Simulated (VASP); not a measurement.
# ZnCd4S (P4/mmm) in VASP: further runs, part 2 of 2

VASP 6.6.1.

**4. Relaxation of cell and atoms, PBE**

This run uses another cell than the first one, of 19.61 Å³/atom.

The input, INCAR:

```
PREC = Accurate
ENCUT = 600
EDIFF = 1E-7
ISMEAR = 0
SIGMA = 0.1
LREAL = False
LASPH = True
NELM = 80
ALGO = Normal
ISIF = 3
LWAVE = False
LCHARG = False
GGA = PE
IBRION = 2
NSW = 90
EDIFFG = -0.04
```

The input, KPOINTS:

```
regular mesh
0
Gamma
  4 4 4
```

The input, POSCAR:

```
ZnCd4S
1.0
    4.3634701400      0.0000000000      0.0000000000
    0.0000000000      4.3634701400      0.0000000000
    0.0000000000      0.0000000000      6.1783563000
Zn Cd S
1 4 1
Direct
    0.0000000000      0.0000000000      0.0000000000
    0.5000000000      0.0000000000      0.7458124800
    0.0000000000      0.5000000000      0.2541875200
    0.5000000000      0.0000000000      0.2541875200
    0.0000000000      0.5000000000      0.7458124800
    0.5000000000      0.5000000000      0.5000000000
```

Potentials or basis: VASP PAW PBE potentials, release 64 (Zn, Cd, S).

Started as:

```sh
$ cat potpaw_PBE.64/Zn/POTCAR potpaw_PBE.64/Cd/POTCAR potpaw_PBE.64/S/POTCAR > POTCAR
$ mpirun -np 1 vasp_std > vasp.out
```

OUTCAR:

```text
PREC = Accurate
   ENCUT = 600
   EDIFF = 1E-7
   ISMEAR = 0
   LREAL = False
   LASPH = True
   NELM = 80
   ISIF = 3
   GGA = PE
   IBRION = 2
   NSW = 90
   EDIFFG = -0.04

 ion  position               nearest neighbor table
   1  0.000  0.000  0.000-   2 2.69   3 2.69   4 2.69   5 2.69   3 2.69   5 2.69   2 2.69   4 2.69

   2  0.500  0.000  0.746-   6 2.66   6 2.66   1 2.69   1 2.69   4 3.04   5 3.09   5 3.09   5 3.09
                             5 3.09   4 3.14
   3  0.000  0.500  0.254-   6 2.66   6 2.66   1 2.69   1 2.69   5 3.04   4 3.09   4 3.09   4 3.09
                             4 3.09   5 3.14
   4  0.500  0.000  0.254-   6 2.66   6 2.66   1 2.69   1 2.69   2 3.04   3 3.09   3 3.09   3 3.09
                             3 3.09   2 3.14
   5  0.000  0.500  0.746-   6 2.66   6 2.66   1 2.69   1 2.69   3 3.04   2 3.09   2 3.09   2 3.09
                             2 3.09   3 3.14
[... 1071 lines left out ...]

--------------------------------------- Ionic step       10  -------------------------------------------

 number of electron      66.0000025 magnetization

------------------------ aborting loop because EDIFF is reached ----------------------------------------
[... 75 lines left out ...]
--------------------------------------- Ionic step       12  -------------------------------------------

 number of electron      66.0000036 magnetization

 Free energy of the ion-electron system (eV)
  ---------------------------------------------------
  ext. energy  EPLUGINS =         0.00000000
  ---------------------------------------------------
  free energy    TOTEN  =        -8.55217154 eV

  energy without entropy =       -8.54697120  energy(sigma->0) =       -8.54957137

 E-fermi :   2.3758     XC(G=0):  -9.9684

 val. band max:        2.1926816557   @ k =   0.2500   0.0000   0.2500
 cond. band min:       2.3876431758   @ k =   0.2500   0.2500   0.0000
 fundamental gap:      0.1949615201
 Fermi energy:         2.3757719703

 k-point     1 :       0.0000    0.0000    0.0000
  band No.  band energies     occupation
      1     -10.8397      2.00000
      2      -7.1044      2.00000
      3      -7.0889      2.00000
      4      -7.0235      2.00000
      5      -6.9782      2.00000
      6      -6.9045      2.00000
[... 778 lines left out ...]
  FREE ENERGIE OF THE ION-ELECTRON SYSTEM (eV)
  ---------------------------------------------------
  free  energy   TOTEN  =        -8.5521715443 eV

  energy  without entropy=       -8.5469712050  energy(sigma->0) =       -8.54957137

 reached required accuracy - stopping structural energy minimisation
```

OSZICAR:

```text
N       E                     dE             d eps       ncg     rms          rms(c)
DAV:   1     0.648231478840E+03    0.64823E+03   -0.36971E+04  1404   0.210E+03
DAV:   2     0.369824779636E+02   -0.61125E+03   -0.59103E+03  1425   0.513E+02
DAV:   3    -0.716179182605E+01   -0.44144E+02   -0.43237E+02  1624   0.141E+02
DAV:   4    -0.818765720401E+01   -0.10259E+01   -0.10239E+01  1488   0.192E+01
[... 132 lines left out ...]
DAV:   3    -0.855225468132E+01    0.54709E-03   -0.19924E-03  1636   0.454E-01    0.144E-01
DAV:   4    -0.855218519935E+01    0.69482E-04   -0.15819E-04  1535   0.118E-01    0.701E-02
DAV:   5    -0.855217040289E+01    0.14796E-04   -0.35963E-05  1481   0.366E-02    0.881E-03
DAV:   6    -0.855217145629E+01   -0.10534E-05   -0.16218E-06  1381   0.828E-03    0.376E-03
DAV:   7    -0.855217154429E+01   -0.88005E-07   -0.20330E-07  1000   0.371E-03
  12 F= -.85521715E+01 E0= -.85495714E+01  d E =-.611072E-02
```

Run time: 6.1 min. Hardware: 1 thread of Intel Xeon 6975P-C (Granite Rapids), shared host; peak memory 0.3 GiB.

What came out:

* Free energy: -8.5522 eV
* Relaxed volume: 23.55 Å³/atom
* Relaxed cell: a = 4.437 Å, b = 4.437 Å, c = 7.176 Å, α = 90.00°, β = 90.00°, γ = 90.00°
* Space group after relaxing (to 0.1 Å): P4/mmm (No. 123)
* Energy gained by relaxing: 186.3 meV/atom
* Ionic steps: 12
* Pressure after relaxing: 0.2 GPa
* Largest force after relaxing: 0.017 eV/Å
* Band gap on the k mesh: zero (bands 33 and 34 overlap by 1.63 eV)

Forces in eV/Å, atoms in the order of the input:
```
Zn   0.000  0.000  0.000
Cd   0.000  0.000 -0.017
Cd   0.000  0.000  0.017
Cd   0.000  0.000  0.017
Cd   0.000  0.000 -0.017
S    0.000  0.000  0.000
```

Step by step:
| step | energy change (eV) | largest force (eV/Å) | pressure (GPa) | volume (Å³) |
| --- | --- | --- | --- | --- |
| 1 | 0.0000 | 0.8093 | 13.16 | 117.64 |
| 2 | -0.9233 | 0.3227 | -1.22 | 147.24 |
| 3 | -0.9338 | 0.3591 | -0.19 | 143.43 |
| 4 | -0.9338 | 0.3535 | -0.35 | 143.98 |
| 5 | -0.9676 | 0.2876 | -0.29 | 143.64 |
| 6 | -1.0429 | 0.0972 | -0.11 | 142.55 |
| 7 | -1.0478 | 0.4007 | 0.78 | 140.08 |
| 8 | -1.0779 | 0.1456 | 0.21 | 141.41 |
| 9 | -1.1105 | 0.1352 | -0.03 | 142.27 |
| 10 | -1.1120 | 0.1288 | -0.10 | 142.46 |
| 11 | -1.1173 | 0.0595 | 0.10 | 141.73 |
| 12 | -1.1181 | 0.0168 | 0.23 | 141.30 |

Final structure:
```cif
data_structure
_symmetry_space_group_name_H-M 'P 1'
_symmetry_Int_Tables_number 1
_cell_length_a 4.4375
_cell_length_b 4.4375
_cell_length_c 7.1756
_cell_angle_alpha 90.000
_cell_angle_beta 90.000
_cell_angle_gamma 90.000
_cell_volume 141.30
loop_
_atom_site_label
_atom_site_type_symbol
_atom_site_fract_x
_atom_site_fract_y
_atom_site_fract_z
_atom_site_occupancy
Zn1 Zn 0.00000 0.00000 0.00000 1
Cd1 Cd 0.50000 0.00000 0.76786 1
Cd2 Cd 0.00000 0.50000 0.23214 1
Cd3 Cd 0.50000 0.00000 0.23214 1
Cd4 Cd 0.00000 0.50000 0.76786 1
S1 S 0.50000 0.50000 0.50000 1
```

Caveat: the volume moved by over 15 % at a fixed basis, so the end points are rough.

**5. Single point, PBE**

This run uses another cell than the first one, of 23.69 Å³/atom.

The input, INCAR:

```
PREC = Accurate
ENCUT = 520
EDIFF = 1E-6
ISMEAR = 0
SIGMA = 0.1
LREAL = False
LASPH = True
NELM = 60
ALGO = Normal
ISIF = 2
LWAVE = False
LCHARG = False
GGA = PE
NBANDS = 42
```

The input, KPOINTS:

```
regular mesh
0
Gamma
  8 8 6
```

The input, POSCAR:

```
ZnCd4S
1.0
    4.4512700286      0.0000000000      0.0000000000
    0.0000000000      4.4512700286      0.0000000000
    0.0000000000      0.0000000000      7.1733370388
Zn Cd S
1 4 1
Direct
    0.0000000000      0.0000000000      0.0000000000
    0.5000000000      0.0000000000      0.7681164813
    0.0000000000      0.5000000000      0.2318835187
    0.5000000000      0.0000000000      0.2318835187
    0.0000000000      0.5000000000      0.7681164813
    0.5000000000      0.5000000000      0.5000000000
```

Potentials or basis: VASP PAW PBE potentials, release 64 (Zn, Cd, S).

Started as:

```sh
$ cat potpaw_PBE.64/Zn/POTCAR potpaw_PBE.64/Cd/POTCAR potpaw_PBE.64/S/POTCAR > POTCAR
$ mpirun -np 1 vasp_std > vasp.out
```

OUTCAR:

```text
PREC = Accurate
   ENCUT = 520
   EDIFF = 1E-6
   ISMEAR = 0
   LREAL = False
   LASPH = True
   NELM = 60
   ISIF = 2
   GGA = PE

 ion  position               nearest neighbor table
   1  0.000  0.000  0.000-   2 2.78   3 2.78   4 2.78   5 2.78   3 2.78   5 2.78   2 2.78   4 2.78

   2  0.500  0.000  0.768-   1 2.78   1 2.78   6 2.94   6 2.94   5 3.15   5 3.15   5 3.15   5 3.15
                             4 3.33
   3  0.000  0.500  0.232-   1 2.78   1 2.78   6 2.94   6 2.94   4 3.15   4 3.15   4 3.15   4 3.15
                             5 3.33
[... 1294 lines left out ...]
  Total        0.2101579      0.2101579      0.2118211      0.0000000      0.0000000      0.0000000
  in kB        2.3690112      2.3690112      2.3877600      0.0000000      0.0000000      0.0000000
  external PRESSURE =       2.3752608 kB  Pullay stress =       0.0000000 kB

 VOLUME and BASIS-vectors are now :
 -----------------------------------------------------------------------------
  energy-cutoff  :      520.00
  volume of cell :      142.13
      direct lattice vectors                 reciprocal lattice vectors
     4.451270029  0.000000000  0.000000000     0.224654985  0.000000000  0.000000000
     0.000000000  4.451270029  0.000000000     0.000000000  0.224654985  0.000000000
     0.000000000  0.000000000  7.173337039     0.000000000  0.000000000  0.139405132

 POSITION                                       TOTAL-FORCE (eV/Angst)
 -----------------------------------------------------------------------------------
      0.00000      0.00000      0.00000        -0.000000      0.000000      0.000000
      2.22564      0.00000      5.50996        -0.000000     -0.000000     -0.004801
      0.00000      2.22564      1.66338        -0.000000      0.000000      0.004801
      2.22564      0.00000      1.66338        -0.000000     -0.000000      0.004801
      0.00000      2.22564      5.50996         0.000000      0.000000     -0.004801
      2.22564      2.22564      3.58667        -0.000000      0.000000      0.000000
 -----------------------------------------------------------------------------------
    total drift:                                0.000000     -0.000000      0.000000

  FREE ENERGIE OF THE ION-ELECTRON SYSTEM (eV)
  ---------------------------------------------------
  free  energy   TOTEN  =        -8.3509393499 eV

  energy  without entropy=       -8.3375086814  energy(sigma->0) =       -8.34422402
```

stdout:

```text
POSCAR found type information on POSCAR ZnCdS
 POSCAR found :  3 types and       6 ions
 scaLAPACK will be used
 LDA part: xc-table for (Slater+PW92), standard interpolation
 POSCAR, INCAR and KPOINTS ok, starting setup
 FFT: planning ... GRIDC
 FFT: planning ... GRID_SOFT
 FFT: planning ... GRID
 WAVECAR not read
 entering main loop
```

Run time: 2.5 min. Hardware: 1 thread of Intel Xeon 6975P-C (Granite Rapids), shared host; peak memory 0.45 GiB.

Results:

| Property | Result |
| --- | --- |
| Free energy | -8.3509 eV |
| Pressure | 0.2 GPa |
| Largest force | 0.005 eV/Å |
| Band gap on the k mesh | zero (bands 33 and 34 overlap by 1.63 eV) |

Forces on the atoms (eV/Å):
```
Zn   0.000  0.000  0.000
Cd   0.000  0.000 -0.005
Cd   0.000  0.000  0.005
Cd   0.000  0.000  0.005
Cd   0.000  0.000 -0.005
S    0.000  0.000  0.000
```

**6. Overview**

```csv
task,cell,k mesh,cutoff (eV),gap on the mesh (eV),pressure (GPa),largest force (eV/Å)
single point,"a = 4.446, b = 4.446, c = 7.157 Å, 6 atoms, atomic positions A",4 × 4 × 4,520,none,0.2,-
single point,"a = 4.363, b = 4.363, c = 6.178 Å, 6 atoms, atomic positions B",4 × 4 × 4,520,none,13.3,0.81
relaxation of cell and atoms,"relaxed from a = 4.363, b = 4.363, c = 6.178 Å, 6 atoms, atomic positions B",4 × 4 × 4,600,none,0.2,0.02
single point,"a = 4.451, b = 4.451, c = 7.173 Å, 6 atoms, atomic positions A",8 × 8 × 6,520,none,0.2,-
```

Alike in all rows: level PBE; potentials or basis VASP PAW PBE potentials, release 64 (Zn, Cd, S); no spin polarisation; smearing gaussian 0.1 eV.

Caveats: the cell stands under pressure (at least some runs); semilocal functionals underestimate gaps, so a narrow gap can read as zero (at least some runs); the volume moved by over 15 % at a fixed basis, so the end points are rough (at least some runs).

Absolute energies hang on the potentials; compare differences alone.
